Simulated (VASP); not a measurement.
# Gd (P6_3/mmc) in VASP: single point with r2SCAN

Aim: the single point of Gd with r2SCAN.

Program: VASP 6.6.1. These are calculated values, not measurements. Logs are shortened: lines on timing, memory, paths and dates and some standing lists are left out, and cuts for length are marked.

**1. The cell of the first run**

The structure is hexagonal, space group P6_3/mmc (No. 194). The conventional cell has a = 3.639 Å, b = 3.639 Å, c = 5.913 Å, α = 90.00°, β = 90.00°, γ = 120.00°. Within 4.8 Å of Gd (site symmetry -6m2) lie 12 Gd at 3.63 to 3.64 Å.

**2. Single point, r2SCAN, collinear spin, ferromagnetic start**

POSCAR

```
Gd
1.0
    3.6388794248      0.0000000000      0.0000000000
   -1.8194397124      3.1513620232      0.0000000000
    0.0000000000      0.0000000000      5.9126730142
Gd
2
Direct
    0.3333333333      0.6666666667      0.2500000000
    0.6666666667      0.3333333333      0.7500000000
```

INCAR.step1

```
SYSTEM = Gd
ALGO     = Normal         ! electronic algorithm
EDIFF    = 1E-4           ! SCF threshold, eV
ENCUT    = 520            ! plane-wave cutoff, eV
GGA      = PE             ! functional
ISMEAR   = 0              ! smearing method
ISPIN    = 2              ! spin polarisation
LASPH    = .True.         ! aspherical terms in the spheres
LCHARG   = .False.        ! write CHGCAR
LMAXMIX  = 6              ! l up to which the mixer works
LREAL    = .False.        ! projectors in reciprocal space
LWAVE    = .True.         ! write WAVECAR
MAGMOM   = 8.34 8.34      ! initial moments
NBANDS   = 29             ! bands
NELM     = 150            ! most SCF steps
PREC     = Accurate       ! precision mode
SIGMA    = 0.05           ! smearing width, eV
```

INCAR.step2

```
SYSTEM = Gd
ALGO     = Normal         ! electronic algorithm
EDIFF    = 1E-6           ! SCF threshold, eV
ENCUT    = 520            ! plane-wave cutoff, eV
ISIF     = 2              ! what is computed and relaxed
ISMEAR   = 0              ! smearing method
ISPIN    = 2              ! spin polarisation
ISTART   = 1            
LASPH    = .True.         ! aspherical terms in the spheres
LCHARG   = .False.        ! write CHGCAR
LMAXMIX  = 6              ! l up to which the mixer works
LMIXTAU  = .True.       
LORBIT   = 11             ! projections on sites
LREAL    = .False.        ! projectors in reciprocal space
LWAVE    = .False.        ! write WAVECAR
MAGMOM   = 8.34 8.34      ! initial moments
METAGGA  = R2SCAN         ! meta-GGA
NBANDS   = 29             ! bands
NELM     = 150            ! most SCF steps
PREC     = Accurate       ! precision mode
SIGMA    = 0.05           ! smearing width, eV
```

KPOINTS

```
k-points
0
Gamma
  14 14 8
  0 0 0
```

Potentials or basis: VASP PAW PBE potentials, release 64 (Gd).

Run with:

```
cat potpaw_PBE.64/Gd/POTCAR > POTCAR
cp INCAR.step1 INCAR
mpirun -np 1 vasp_std > vasp.out
cp INCAR.step2 INCAR
mpirun -np 1 vasp_std > vasp.out
```

OUTCAR:

```text
SYSTEM = Gd
   EDIFF = 1E-6
   ENCUT = 520
   ISIF = 2
   ISMEAR = 0
   ISPIN = 2
   ISTART = 1
   LASPH = .True.
   LORBIT = 11
   LREAL = .False.
   METAGGA = R2SCAN
   NELM = 150
   PREC = Accurate

 ion  position               nearest neighbor table
   1  0.333  0.667  0.250-
   2  0.667  0.333  0.750-

  LATTYP: Found a hexagonal cell.
 ALAT       =     3.6388794248
 C/A-ratio  =     1.6248609322

  Lattice vectors:

 A1 = (   3.6388794248,   0.0000000000,   0.0000000000)
 A2 = (  -1.8194397124,   3.1513620232,   0.0000000000)
 A3 = (   0.0000000000,   0.0000000000,   5.9126730142)

Analysis of symmetry for initial positions (statically):
=====================================================================
 Subroutine PRICEL returns:
 Original cell was already a primitive cell.

 Routine SETGRP: Setting up the symmetry group for a
 hexagonal supercell.

 Subroutine GETGRP returns: Found 24 space group operations
 (whereof 12 operations were pure point group operations)
 out of a pool of 24 trial point group operations.

The static configuration has the point symmetry D_3d.
 The point group associated with its full space group is D_6h.

Analysis of symmetry for dynamics (positions and initial velocities):
=====================================================================
 Subroutine PRICEL returns:
 Original cell was already a primitive cell.

 Routine SETGRP: Setting up the symmetry group for a
 hexagonal supercell.

 Subroutine GETGRP returns: Found 24 space group operations
 (whereof 12 operations were pure point group operations)
 out of a pool of 24 trial point group operations.

The dynamic configuration has the point symmetry D_3d.
 The point group associated with its full space group is D_6h.

Analysis of structural, dynamic, and magnetic symmetry:
=====================================================================
 Subroutine PRICEL returns:
 Original cell was already a primitive cell.

 Routine SETGRP: Setting up the symmetry group for a
 hexagonal supercell.

 Subroutine GETGRP returns: Found 24 space group operations
 (whereof 12 operations were pure point group operations)
 out of a pool of 24 trial point group operations.

The overall configuration has the point symmetry D_3d.
 The point group associated with its full space group is D_6h.

 Subroutine INISYM returns: Found 24 space group operations
 (whereof 12 operations are pure point group operations),
 and found     1 'primitive' translations

----------------------------------------------------------------------------------------

                                     Primitive cell

  volume of cell :      67.8031

  direct lattice vectors                    reciprocal lattice vectors
     3.638879425  0.000000000  0.000000000     0.274809875  0.158661555  0.000000000
    -1.819439712  3.151362023  0.000000000     0.000000000  0.317323111  0.000000000
     0.000000000  0.000000000  5.912673014     0.000000000  0.000000000  0.169128243

  length of vectors
     3.638879425  3.638879425  5.912673014     0.317323111  0.317323111  0.169128243

  position of ions in fractional coordinates (direct lattice)
     0.333333333  0.666666667  0.250000000
     0.666666667  0.333333333  0.750000000

  ion indices of the primitive-cell ions
   primitive index   ion index
                 1           1
                 2           2

----------------------------------------------------------------------------------------

 KPOINTS: k-points

Automatic generation of k-mesh.
 Grid dimensions read from file:
 generate k-points for:   14   14    8

 Generating k-lattice:

  Cartesian coordinates                     Fractional coordinates (reciprocal lattice)
     0.019629277  0.011332968  0.000000000     0.071428571  0.000000000  0.000000000
     0.000000000  0.022665936  0.000000000     0.000000000  0.071428571  0.000000000
     0.000000000  0.000000000  0.021141030     0.000000000  0.000000000  0.125000000

  Length of vectors
     0.022665936  0.022665936  0.021141030

  Shift w.r.t. Gamma in fractional coordinates (k-lattice)
     0.000000000  0.000000000  0.000000000

 Subroutine IBZKPT returns following result:
 ===========================================

 Found    120 irreducible k-points:

 Following reciprocal coordinates:
            Coordinates               Weight
  0.000000  0.000000  0.000000      1.000000
  0.071429  0.000000  0.000000      6.000000
  0.142857  0.000000  0.000000      6.000000
  0.214286  0.000000  0.000000      6.000000
  0.285714  0.000000  0.000000      6.000000
  0.357143  0.000000  0.000000      6.000000
[... 16 lines left out ...]
  0.285714  0.285714  0.000000      6.000000
  0.357143  0.285714  0.000000      6.000000
 [... further k-points ...]
   k-points           NKPTS =    120   k-points in BZ     NKDIM =    120   number of bands    NBANDS=     29
   number of dos      NEDOS =    301   number of ions     NIONS =      2
   total plane-waves  NPLWV =  37632
   dimension x,y,z NGX =    28 NGY =   28 NGZ =   48
   dimension x,y,z NGXF=    56 NGYF=   56 NGZF=   96
   ions per type =               2
   NGX,Y,Z   is equivalent  to a cutoff of  12.79, 12.79, 13.50 a.u.
   NGXF,Y,Z  is equivalent  to a cutoff of  25.58, 25.58, 26.99 a.u.
 SYSTEM =  Gd
   PREC   = accura    normal or accurate (medium, high low for compatibility)
   ISTART =      1    job   : 0-new  1-cont  2-samecut
   ICHARG =      0    charge: 1-file 2-atom 10-const
   ISPIN  =      2    spin polarized calculation?
   LNONCOLLINEAR =      F non collinear calculations
   LSORBIT =      F    spin-orbit coupling
   LASPH  =      T    aspherical Exc in radial PAW
   ENCUT  =  520.0 eV  38.22 Ry    6.18 a.u.   6.77  6.77 10.99*2*pi/ulx,y,z
   NELM   =    150;   NELMIN=  2; NELMDL=  0     # of ELM steps
   EDIFF  = 0.1E-05   stopping-criterion for ELM
   LREAL  =      F    real-space projection
   EDIFFG = 0.1E-04   stopping-criterion for IOM
   NSW    =      0    number of steps for IOM
   IBRION =     -1    ionic relax: 0-MD 1-quasi-New 2-CG
   NFREE  =      0    steps in history (QN), initial steepest desc. (CG)
   ISIF   =      2    stress and relaxation
   ISYM   =      2    0-nonsym 1-usesym 2-fastsym
   POTIM  = 0.5000    time-step for ionic-motion
   TEBEG  =    0.0;   TEEND  =   0.0 temperature during run
   PSTRESS=    0.0 pullay stress
   NELECT =      36.0000    total number of electrons
   NUPDOWN=      -1.0000    fix difference up-down
   EMIN   =  10.00;   EMAX   =-10.00  energy-range for DOS
   EFERMI =   0.00;   METHOD = LEGACY
   ISMEAR =     0;   SIGMA  =   0.05  broadening in eV -4-tet -1-fermi 0-gaus
   EFERMI_NEDOS =   21; number of points for ismear=-14 and -15
   IALGO  =     38    algorithm
   IMIX   =      4    mixing-type and parameters
     AMIX     =   0.40;   BMIX     =  1.00
     AMIX_MAG =   1.60;   BMIX_MAG =  1.00
  volume/ion in A,a.u.               =      33.90       228.78
  Fermi-wavevector in a.u.,A,eV,Ry     =   1.325640  2.505097 23.909823  1.757322
  Thomas-Fermi vector in A             =   2.455086
   LORBIT       =     11    0 simple, 1 ext, 2 COOP (PROOUT), +10 PAW based schemes
   METAGGA = R2SCAN    functional components
   LHFCALC =     F    Hartree Fock is set to
   AEXX    =    0.0000 exact exchange contribution
   IVDW    =     0    specifies the selected vdW correction
   LEPSILON=     F    determine dielectric tensor
   LRPA    =     F    only Hartree local field effects (RPA)
 spin polarized calculation
 Gauss-broadening in eV      SIGMA  =   0.05
  energy-cutoff  :      520.00
  volume of cell :       67.80
 maximum number of plane-waves:      1846
 NGX is ok and might be reduce to    28
   NGX = 13   NGY = 13   NGZ = 21

 number of electron      36.0000008 magnetization      15.8467427

 Free energy of the ion-electron system (eV)
  ---------------------------------------------------
  ext. energy  EPLUGINS =         0.00000000
  ---------------------------------------------------
  free energy    TOTEN  =       -82.19110784 eV

  energy without entropy =      -82.18972027  energy(sigma->0) =      -82.19041406

 E-fermi :   2.9904     XC(G=0): -10.4731

 val. band max:        2.9876927028   @ k =   0.2857   0.0000   0.0000
 cond. band min:       2.9933783548   @ k =   0.3571   0.0000   0.1250
 fundamental gap:      0.0056856520
 Fermi energy:         2.9904459785

 spin component 1

 k-point     1 :       0.0000    0.0000    0.0000
  band No.  band energies     occupation
      1     -44.4193      1.00000
      2     -44.3587      1.00000
      3     -21.4297      1.00000
      4     -20.8454      1.00000
      5     -20.8454      1.00000
      6     -20.7626      1.00000
[... 21 lines left out ...]
     28       4.1767      0.00000
     29       4.7470      0.00000
[... 705 lines left out ...]
 k-point    24 :       0.3571    0.2857    0.0000
  band No.  band energies     occupation
      1     -44.3489      1.00000
      2     -44.3440      1.00000
      3     -21.2396      1.00000
      4     -21.1633      1.00000
      5     -21.1506      1.00000
      6     -21.0480      1.00000
[... 21 lines left out ...]
     28       3.3548      0.00000
     29       5.0511      0.00000

 [... further k-points ...]

 spin component 2

 k-point     1 :       0.0000    0.0000    0.0000
  band No.  band energies     occupation
      1     -40.4872      1.00000
      2     -40.4113      1.00000
      3     -18.7035      1.00000
      4     -17.9993      1.00000
      5     -17.9993      1.00000
      6     -17.9138      1.00000
[... 21 lines left out ...]
     28       5.7991      0.00000
     29       6.3876      0.00000
[... 705 lines left out ...]
 k-point    24 :       0.3571    0.2857    0.0000
  band No.  band energies     occupation
      1     -40.3975      1.00000
      2     -40.3914      1.00000
      3     -18.5186      1.00000
      4     -18.3580      1.00000
      5     -18.3451      1.00000
      6     -18.2429      1.00000
[... 21 lines left out ...]
     28       5.2552      0.00000
     29       5.9779      0.00000

 [... further k-points ...]
[... 5 lines left out ...]
  --------------------------------------------------------------------------------------
  -------------------------------------------------------------------------------------
  Total       -0.0350072     -0.0350072     -0.0227892      0.0000000      0.0000000      0.0000000
  in kB       -0.8272143     -0.8272143     -0.5385051      0.0000000      0.0000000      0.0000000
  external PRESSURE =      -0.7309779 kB  Pullay stress =       0.0000000 kB

 VOLUME and BASIS-vectors are now :
 -----------------------------------------------------------------------------
  energy-cutoff  :      520.00
  volume of cell :       67.80
      direct lattice vectors                 reciprocal lattice vectors
     3.638879425  0.000000000  0.000000000     0.274809875  0.158661555  0.000000000
    -1.819439712  3.151362023  0.000000000     0.000000000  0.317323111  0.000000000
     0.000000000  0.000000000  5.912673014     0.000000000  0.000000000  0.169128243

 POSITION                                       TOTAL-FORCE (eV/Angst)
 -----------------------------------------------------------------------------------
     -0.00000      2.10091      1.47817        -0.000000     -0.000000      0.000000
      1.81944      1.05045      4.43450         0.000000      0.000000      0.000000
 -----------------------------------------------------------------------------------
    total drift:                                0.000000     -0.000000      0.000000

  FREE ENERGIE OF THE ION-ELECTRON SYSTEM (eV)
  ---------------------------------------------------
  free  energy   TOTEN  =       -82.1911078432 eV

  energy  without entropy=      -82.1897202691  energy(sigma->0) =      -82.19041406

 total charge

# of ion       s       p       d       f       tot
--------------------------------------------------
    1        2.072   5.607   0.568   6.932  15.180
    2        2.072   5.607   0.568   6.932  15.180
--------------------------------------------------
tot          4.144  11.215   1.136  13.864  30.360

 magnetization (x)

# of ion       s       p       d       f       tot
--------------------------------------------------
    1        0.005  -0.097   0.274   6.897   7.078
    2        0.005  -0.097   0.274   6.897   7.078
--------------------------------------------------
tot          0.010  -0.194   0.548  13.793  14.157
```

Run time: 39 min. Hardware: 1 thread of Oxide Virtual Turin-like, shared host; peak memory 0.46 GiB.

What came out:

```
Free energy                                           : -82.1911 eV
Pressure                                              : -0.1 GPa
Net moment                                            : 15.85 μB per cell
Site moments                                          : Gd +7.08 μB
Valence electrons inside the program's atomic spheres : Gd 15.18
```

Levels at points of the mesh, in eV from the Fermi level:
Spin up:
```csv
k point,band 22,band 23,band 24,band 25,band 26,band 27,band 28,band 29
"(0.00, 0.00, 0.00)",-5.81,-5.63,-3.00,0.37,1.17,1.19,1.19,1.76
"(0.50, 0.00, 0.00)",-5.82,-2.77,-2.06,-1.56,-0.49,0.60,1.03,1.57
"(0.00, 0.00, 0.50)",-5.82,-4.18,-4.18,0.02,0.02,1.13,1.13,1.13
"(0.50, 0.00, 0.50)",-5.84,-2.50,-2.50,-0.99,-0.99,1.12,1.12,2.47
```
Spin down:
| k point | band 8 | band 9 | band 10 | band 11 | band 12 | band 13 |
| --- | --- | --- | --- | --- | --- | --- |
| (0.00, 0.00, 0.00) | -20.89 | -4.12 | -1.11 | 1.08 | 1.11 | 1.18 |
| (0.50, 0.00, 0.00) | -20.99 | -1.02 | -0.70 | -0.60 | 1.11 | 1.16 |
| (0.00, 0.00, 0.50) | -20.94 | -2.60 | -2.60 | 0.98 | 0.98 | 1.21 |
| (0.50, 0.00, 0.50) | -21.08 | -1.37 | -1.37 | 0.80 | 0.80 | 1.18 |

Caveat: the PAW data sets were made with another functional, which shifts forces and pressure a little; spin-orbit coupling is left out, which moves the levels of the heavy elements; semilocal functionals describe open f shells poorly, which spoils levels, moments and volumes. The state reached can hang on the start; a lower one may exist.
